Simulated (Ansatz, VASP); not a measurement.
**Two plane-wave programs on Mo**

File INCAR:

```
SYSTEM = Mo
  ALGO = Fast
  EDIFF = 1E-6
  ENCUT = 520
  GGA = PE
  ISIF = 2
  ISMEAR = 0
  LASPH = .TRUE.
  LCHARG = .FALSE.
  LREAL = .FALSE.
  LWAVE = .FALSE.
  NBANDS = 13
  NELM = 100
  PREC = Accurate
  SIGMA = 0.15
```

Contents of KPOINTS:

```
k-points
0
G
  22 22 22
  0 0 0
```

Contents of POSCAR:

```
Mo
1.0
   -0.9925415386      1.7307295569      1.7307295569
    1.7307295569     -0.9925415386      1.7307295569
    1.7307295569      1.7307295569     -0.9925415386
Mo
1
Direct
    0.0000000000      0.0000000000      0.0000000000
```

Input for Ansatz:

```yaml
crystal:
  lattice:
    - [-0.9925415386, 1.7307295569, 1.7307295569]
    - [1.7307295569, -0.9925415386, 1.7307295569]
    - [1.7307295569, 1.7307295569, -0.9925415386]
  atoms:
    - { symbol: Mo, position: [0.0, 0.0, 0.0] }
basis:
  ecutwfc: 420
kpoints:
  mp_grid: { grid: [22, 22, 22] }
hamiltonian:
  xc: pbe
  pseudopotentials: { kind: paw, azcp: { folder: soft_1 } }
scf:
  occupations: { method: gaussian, width: 0.15 }
output:
  forces: true
  stress: true
  eigenvalues: true
```

Alike in both runs: task single point; functional PBE; k mesh 22 × 22 × 22; occupations gaussian, width 0.15 eV; no spin polarisation.

|  | VASP | Ansatz |
| --- | --- | --- |
| version | VASP 6.6.1 | Ansatz 0.2.0 |
| potentials or method | VASP PAW PBE potentials, release 64 (Mo_sv), cutoff 520 eV | scalar-relativistic, plane waves, PAW |
| valence electrons in the cell | 14 | 14 |

```csv
,VASP,Ansatz,Ansatz less VASP
gap on the k mesh at the Fermi level (eV),none,none,-
pressure (GPa),-7.8,-8.2,-0.41
"traceless stress, the component that is largest in VASP (GPa)",-4.85,-4.84,+0.001
```

A gap of «none» marks a metal or a gap that the smearing closes.
